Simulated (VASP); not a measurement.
Wanted: the native input for a VASP 6.6.1 run.

| Property | Result |
| --- | --- |
| Task | single point |
| Functional | PBE |
| Potentials or basis | VASP PAW PBE potentials, release 64 (Bi_d, H) |
| Cutoff | 520 eV |
| k mesh | 12 × 12 × 10 |
| Occupations | gaussian, width 0.1 eV |
| Spin | no spin polarisation |
| Dipole correction | no |
| Further INCAR settings | ALGO = Normal; EDIFF = 1e-06; NBANDS = 24 |

The structure of Bi2H3 lies in POSCAR:

```
Bi2H3
1.0
    5.3689937882      0.0000000000      0.0000000000
   -2.6844968941      4.6496850134      0.0000000000
    0.0000000000      0.0000000000      4.0758296491
Bi H
2 3
Direct
    0.3333333333      0.6666666667      0.0000000000
    0.6666666667      0.3333333333      0.0000000000
    0.3333333333      0.6666666667      0.5000000000
    0.6666666667      0.3333333333      0.5000000000
    0.0000000000      0.0000000000      0.5000000000
```

One way to write it, as run:

INCAR

```
SYSTEM = Bi2H3
ALGO = Normal ; EDIFF = 1E-6
ENCUT = 520 ; GGA = PE
ISIF = 2 ; ISMEAR = 0
LASPH = .TRUE. ; LCHARG = .FALSE.
LREAL = .FALSE. ; LWAVE = .FALSE.
NBANDS = 24 ; NELM = 100
PREC = Accurate ; SIGMA = 0.1
```

KPOINTS

```
k-points
0
G
  12 12 10
  0 0 0
```

Potentials or basis: VASP PAW PBE potentials, release 64 (Bi_d, H).

The run is started by

```console
$ cat potpaw_PBE.64/Bi_d/POTCAR potpaw_PBE.64/H/POTCAR > POTCAR
$ mpirun -np 1 vasp_std > vasp.out
```

It gave:

- Pressure: -0.1 GPa

Run time: 3.6 min on 1 thread of Oxide Virtual Turin-like Processor, with other jobs on the host, peak memory 0.33 GiB.
